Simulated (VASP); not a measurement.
A run of VASP 6.6.1:

Contents of INCAR:

```
SYSTEM = Si16Ge
ALGO = Normal
EDIFF = 1E-7
ENCUT = 520
GGA = PE
ISIF = 2
ISMEAR = 0
LASPH = .True.
LCHARG = .True.
LELF = .True.
LREAL = Auto
LVHAR = .True.
LWAVE = .False.
NBANDS = 53
NELM = 60
PREC = Accurate
SIGMA = 0.02
```

Contents of KPOINTS:

```
k-points
0
Gamma
  2 2 2
  0 0 0
```

POSCAR

```
Si16Ge
1.0
    0.0000000000      5.4300000000      5.4300000000
    5.4300000000      0.0000000000      5.4300000000
    5.4300000000      5.4300000000      0.0000000000
Si Ge
16 1
Direct
   -0.0002354512      0.0092883057     -0.0083656538
    0.1137541436      0.1278314917      0.1306333333
   -0.0247092081      0.0069548803      0.5111243094
    0.1181470534      0.1438976980      0.6208422652
   -0.0002236648      0.4993369245     -0.0083319521
    0.1359165746      0.6359086556      0.0923088398
    0.0120616943      0.5112697974      0.4653198895
    0.1181046961      0.6171275322      0.6208560773
    0.4893732044     -0.0118310313      0.0340941989
    0.6286249540      0.1296227440      0.1284927256
    0.5072929098      0.0117312155      0.5081476059
    0.6123673112      0.1096671271      0.6680485267
    0.5090600368      0.5003451197     -0.0097583794
    0.6287133517      0.6130813076      0.1285277164
    0.5075631676      0.4726071823      0.5081219153
    0.6437499079      0.6184869245      0.6193250460
    0.3588643646      0.8550181400      0.4307378453
```

Potentials or basis: VASP PAW PBE potentials, release 64 (Si, Ge_d).

Launch:

```bash
$ cat potpaw_PBE.64/Si/POTCAR potpaw_PBE.64/Ge_d/POTCAR > POTCAR
$ mpirun -np 1 vasp_std > vasp.out
```

Hardware: 1 thread of Intel(R) Xeon(R) 6975P-C (Granite Rapids), with other jobs on the host.

Problem. How long does it take, and how much memory?

Solution. Wall time 2.1 min on 1 thread of Intel(R) Xeon(R) 6975P-C (Granite Rapids), with other jobs on the host, peak memory 0.49 GiB. Counts: scf iterations 15, k points 8.
